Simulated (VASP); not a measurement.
# AlN (F-43m) in VASP: further runs, part 2 of 3

VASP 6.6.1. Earlier steps stand in the parts before.

## 3. Relaxation of cell and atoms, PBE0

Input file POSCAR:

```
AlN
1.0
    0.0000000000      2.1839935596      2.1839935596
    2.1839935596      0.0000000000      2.1839935596
    2.1839935596      2.1839935596      0.0000000000
Al N
1 1
Direct
    0.0000000000      0.0000000000      0.0000000000
    0.2500000000      0.2500000000      0.2500000000
```

Input file INCAR.step1:

```
ALGO     = Normal         # electronic algorithm
EDIFF    = 1E-5           # SCF threshold, eV
ENCUT    = 600            # plane-wave cutoff, eV
GGA      = PE             # functional
ISMEAR   = -1             # smearing method
LASPH    = True           # aspherical terms in the spheres
LCHARG   = False          # write CHGCAR
LREAL    = False          # projectors in reciprocal space
LWAVE    = True           # write WAVECAR
NBANDS   = 11             # bands
NELM     = 80             # most SCF steps
PREC     = Accurate       # precision mode
SIGMA    = 0.05           # smearing width, eV
```

Input file INCAR.step2:

```
AEXX     = 0.25           # exact-exchange fraction
ALGO     = Normal         # electronic algorithm
EDIFF    = 1E-6           # SCF threshold, eV
EDIFFG   = -0.01          # ionic threshold
ENCUT    = 600            # plane-wave cutoff, eV
GGA      = PE             # functional
IBRION   = 2              # ionic algorithm
ISIF     = 3              # what is computed and relaxed
ISMEAR   = -1             # smearing method
ISTART   = 1            
LASPH    = True           # aspherical terms in the spheres
LCHARG   = False          # write CHGCAR
LHFCALC  = True           # exact exchange
LREAL    = False          # projectors in reciprocal space
LWAVE    = False          # write WAVECAR
NELM     = 80             # most SCF steps
NSW      = 60             # ionic steps
PREC     = Accurate       # precision mode
PRECFOCK = Normal       
SIGMA    = 0.05           # smearing width, eV
```

Input file KPOINTS:

```
k-points
0
Gamma
  5 5 5
```

Potentials or basis: VASP PAW PBE potentials, release 64 (Al, N).

The run is started by

```bash
cat potpaw_PBE.64/Al/POTCAR potpaw_PBE.64/N/POTCAR > POTCAR
cp INCAR.step1 INCAR
mpirun -np 1 vasp_std > vasp.out
cp INCAR.step2 INCAR
mpirun -np 1 vasp_std > vasp.out
```

OUTCAR:

```text
AEXX = 0.25
   EDIFF = 1E-6
   EDIFFG = -0.01
   ENCUT = 600
   GGA = PE
   IBRION = 2
   ISIF = 3
   ISMEAR = -1
   ISTART = 1
   LASPH = True
   LHFCALC = True
   LREAL = False
   NELM = 80
   NSW = 60
   PREC = Accurate
   PRECFOCK = Normal

 ion  position               nearest neighbor table
   1  0.000  0.000  0.000-   2 1.89   2 1.89   2 1.89   2 1.89
   2  0.250  0.250  0.250-   1 1.89   1 1.89   1 1.89   1 1.89

  LATTYP: Found a face centered cubic cell.
 ALAT       =     4.3679871192

  Lattice vectors:

 A1 = (   0.0000000000,   2.1839935596,   2.1839935596)
 A2 = (   2.1839935596,   0.0000000000,   2.1839935596)
 A3 = (   2.1839935596,   2.1839935596,   0.0000000000)

Analysis of symmetry for initial positions (statically):
=====================================================================
 Subroutine PRICEL returns:
 Original cell was already a primitive cell.

 Routine SETGRP: Setting up the symmetry group for a
 face centered cubic supercell.

 Subroutine GETGRP returns: Found 24 space group operations
 (whereof 24 operations were pure point group operations)
 out of a pool of 48 trial point group operations.

The static configuration has the point symmetry T_d .

Analysis of symmetry for dynamics (positions and initial velocities):
=====================================================================
 Subroutine PRICEL returns:
 Original cell was already a primitive cell.

 Routine SETGRP: Setting up the symmetry group for a
 face centered cubic supercell.

 Subroutine GETGRP returns: Found 24 space group operations
 (whereof 24 operations were pure point group operations)
 out of a pool of 48 trial point group operations.

The dynamic configuration has the point symmetry T_d .

 Subroutine INISYM returns: Found 24 space group operations
 (whereof 24 operations are pure point group operations),
 and found     1 'primitive' translations

----------------------------------------------------------------------------------------

                                     Primitive cell

  volume of cell :      20.8345

  direct lattice vectors                    reciprocal lattice vectors
     0.000000000  2.183993560  2.183993560    -0.228938404  0.228938404  0.228938404
     2.183993560  0.000000000  2.183993560     0.228938404 -0.228938404  0.228938404
     2.183993560  2.183993560  0.000000000     0.228938404  0.228938404 -0.228938404

  length of vectors
     3.088633312  3.088633312  3.088633312     0.396532948  0.396532948  0.396532948

  position of ions in fractional coordinates (direct lattice)
     0.000000000  0.000000000  0.000000000
     0.250000000  0.250000000  0.250000000

  ion indices of the primitive-cell ions
   primitive index   ion index
                 1           1
                 2           2

----------------------------------------------------------------------------------------

 KPOINTS: k-points

Automatic generation of k-mesh.
 Grid dimensions read from file:
 generate k-points for:    5    5    5

 Generating k-lattice:

  Cartesian coordinates                     Fractional coordinates (reciprocal lattice)
    -0.045787681  0.045787681  0.045787681     0.200000000  0.000000000  0.000000000
     0.045787681 -0.045787681  0.045787681     0.000000000  0.200000000  0.000000000
     0.045787681  0.045787681 -0.045787681     0.000000000  0.000000000  0.200000000

  Length of vectors
     0.079306590  0.079306590  0.079306590

  Shift w.r.t. Gamma in fractional coordinates (k-lattice)
     0.000000000  0.000000000  0.000000000

 Subroutine IBZKPT returns following result:
 ===========================================

 Found     10 irreducible k-points:

 Following reciprocal coordinates:
            Coordinates               Weight
  0.000000  0.000000  0.000000      1.000000
  0.200000  0.000000  0.000000      8.000000
  0.400000  0.000000  0.000000      8.000000
  0.200000  0.200000  0.000000      6.000000
  0.400000  0.200000  0.000000     24.000000
 -0.400000  0.200000  0.000000     24.000000
 -0.200000  0.200000  0.000000     12.000000
  0.400000  0.400000  0.000000      6.000000
 -0.400000  0.400000  0.000000     12.000000
 -0.400000  0.400000  0.200000     24.000000
   k-points           NKPTS =     10   k-points in BZ     NKDIM =    125   number of bands    NBANDS=      8
   number of dos      NEDOS =    301   number of ions     NIONS =      2
   total plane-waves  NPLWV =  21952
   dimension x,y,z NGX =    28 NGY =   28 NGZ =   28
   dimension x,y,z NGXF=    56 NGYF=   56 NGZF=   56
   ions per type =               1   1
   NGX,Y,Z   is equivalent  to a cutoff of  15.07, 15.07, 15.07 a.u.
   NGXF,Y,Z  is equivalent  to a cutoff of  30.14, 30.14, 30.14 a.u.
 SYSTEM =  unknown system
   PREC   = accura    normal or accurate (medium, high low for compatibility)
   ISTART =      1    job   : 0-new  1-cont  2-samecut
   ICHARG =      0    charge: 1-file 2-atom 10-const
   ISPIN  =      1    spin polarized calculation?
   LNONCOLLINEAR =      F non collinear calculations
   LSORBIT =      F    spin-orbit coupling
   LASPH  =      T    aspherical Exc in radial PAW
   ENCUT  =  600.0 eV  44.10 Ry    6.64 a.u.   6.17  6.17  6.17*2*pi/ulx,y,z
   NELM   =     80;   NELMIN=  2; NELMDL=  0     # of ELM steps
   EDIFF  = 0.1E-05   stopping-criterion for ELM
   LREAL  =      F    real-space projection
   EDIFFG = -.1E-01   stopping-criterion for IOM
   NSW    =     60    number of steps for IOM
   IBRION =      2    ionic relax: 0-MD 1-quasi-New 2-CG
   NFREE  =      1    steps in history (QN), initial steepest desc. (CG)
   ISIF   =      3    stress and relaxation
   ISYM   =      3    0-nonsym 1-usesym 2-fastsym
   POTIM  = 0.5000    time-step for ionic-motion
   TEBEG  =    0.0;   TEEND  =   0.0 temperature during run
   PSTRESS=    0.0 pullay stress
   NELECT =       8.0000    total number of electrons
   NUPDOWN=      -1.0000    fix difference up-down
   EMIN   =  10.00;   EMAX   =-10.00  energy-range for DOS
   EFERMI =   0.00;   METHOD = LEGACY
   ISMEAR =    -1;   SIGMA  =   0.05  broadening in eV -4-tet -1-fermi 0-gaus
   EFERMI_NEDOS =   21; number of points for ismear=-14 and -15
   IALGO  =     38    algorithm
   IMIX   =      1    mixing-type and parameters
     AMIX     =   0.40;   BMIX     =  1.00
     AMIX_MAG =   1.60;   BMIX_MAG =  1.00
  volume/ion in A,a.u.               =      10.42        70.30
  Fermi-wavevector in a.u.,A,eV,Ry     =   1.189899  2.248583 19.263943  1.415860
  Thomas-Fermi vector in A             =   2.325996
   LORBIT       =      0    0 simple, 1 ext, 2 COOP (PROOUT), +10 PAW based schemes
   GGA     = PE    functional components
   LHFCALC =     T    Hartree Fock is set to
   PRECFOCK=normal    Normal, Fast or Accurate (Low or Medium for compatibility)
   ENCUT4O =  -1.0   cutoff for four orbital integrals eV
   NKREDX  =     1    reduce k-point grid by
   NKREDY  =     1    reduce k-point grid by
   NKREDZ  =     1    reduce k-point grid by
   AEXX    =    0.2500 exact exchange contribution
   HFSCREEN=    0.0000 screening length (either q_TF or 0.3 A-1)
   HFSCREENC=   0.0000 screening length for correlation (either q_TF or 0.3 A-1)
   ENCUTFOCK=  -1.0 apply spherical cutoff to Coloumb kernel
   IVDW    =     0    specifies the selected vdW correction
   LEPSILON=     F    determine dielectric tensor
   LRPA    =     F    only Hartree local field effects (RPA)
 conjugate gradient relaxation of ions
 non-spin polarized calculation
  energy-cutoff  :      600.00
  volume of cell :       20.83
 maximum number of plane-waves:       725
 NGX is ok and might be reduce to    28
  NGX = 20; NGY = 20; NGZ = 20

--------------------------------------- Ionic step        1  -------------------------------------------

 number of electron       7.9999999 magnetization

 Free energy of the ion-electron system (eV)
  ---------------------------------------------------
  ext. energy  EPLUGINS =         0.00000000
  ---------------------------------------------------
  free energy    TOTEN  =       -18.32496411 eV

  energy without entropy =      -18.32496411  energy(sigma->0) =      -18.32496411

------------------------ aborting loop because EDIFF is reached ----------------------------------------

  FORCE on cell =-STRESS in cart. coord.  units (eV):
  Direction    XX          YY          ZZ          XY          YZ          ZX
  --------------------------------------------------------------------------------------
  -------------------------------------------------------------------------------------
  Total       -0.0814419     -0.0814419     -0.0814419     -0.0000000      0.0000000     -0.0000000
  in kB       -6.2628835     -6.2628835     -6.2628835     -0.0000000      0.0000000     -0.0000000
  external PRESSURE =      -6.2628835 kB  Pullay stress =       0.0000000 kB
[... 57 lines left out ...]
  energy  without entropy=      -18.3249612018  energy(sigma->0) =      -18.32496120

--------------------------------------- Ionic step        3  -------------------------------------------

 number of electron       7.9999999 magnetization

 Free energy of the ion-electron system (eV)
  ---------------------------------------------------
  ext. energy  EPLUGINS =         0.00000000
  ---------------------------------------------------
  free energy    TOTEN  =       -18.32508337 eV

  energy without entropy =      -18.32508337  energy(sigma->0) =      -18.32508337

 E-fermi :   5.7923     XC(G=0):  -8.6196

 val. band max:        4.6749398086   @ k =   0.0000   0.0000   0.0000
 cond. band min:      10.6148561942   @ k =   0.4000   0.4000   0.0000
 fundamental gap:      5.9399163856
 Fermi energy:         5.7922848433

 k-point     1 :       0.0000    0.0000    0.0000
  band No.  band energies     occupation
      1     -11.8426      2.00000
      2       4.6749      2.00000
      3       4.6749      2.00000
      4       4.6749      2.00000
      5      11.0258      0.00000
      6      19.7469      0.00000
      7      19.7469      0.00000
      8      19.7469      0.00000
[... 126 lines left out ...]
  FREE ENERGIE OF THE ION-ELECTRON SYSTEM (eV)
  ---------------------------------------------------
  free  energy   TOTEN  =       -18.3250833741 eV

  energy  without entropy=      -18.3250833741  energy(sigma->0) =      -18.32508337

 reached required accuracy - stopping structural energy minimisation
```

It took 4 min on 1 thread of Intel Xeon Platinum 8559C (Emerald Rapids), shared host; peak memory 0.15 GiB.

What came out:

```
Free energy                            : -18.3251 eV
Relaxed volume                         : 10.39 Å³/atom
Relaxed cell                           : a = 3.086 Å, b = 3.086 Å, c = 3.086 Å, α = 60.00°, β = 60.00°, γ = 60.00°
Space group after relaxing (to 0.05 Å) : F-43m (No. 216)
Energy gained by relaxing              : 0.1 meV/atom
Ionic steps                            : 3
Pressure after relaxing                : 0.0 GPa
Band gap on the k mesh                 : 5.94 eV, indirect (least direct gap 6.35 eV)
```

The path:
```
step  energy change (eV)  largest force (eV/Å)  pressure (GPa)  volume (Å³)
   1              0.0000                0.0000           -0.63        20.83
   2              0.0000                0.0000            0.63        20.71
   3             -0.0001                0.0000            0.01        20.77
```

Final structure:
```
Al N
1.0
     0.00000    2.18185    2.18185
     2.18185    0.00000    2.18185
     2.18185    2.18185    0.00000
Al N
1 1
Direct
  0.00000 0.00000 0.00000
  0.25000 0.25000 0.25000
```

Caveat: the k points lie up to 0.50 Å⁻¹ apart in the final cell; the PAW data sets were made with another functional, which shifts forces and pressure a little. A k mesh can miss the band edges.

[end of part 2 of 3]
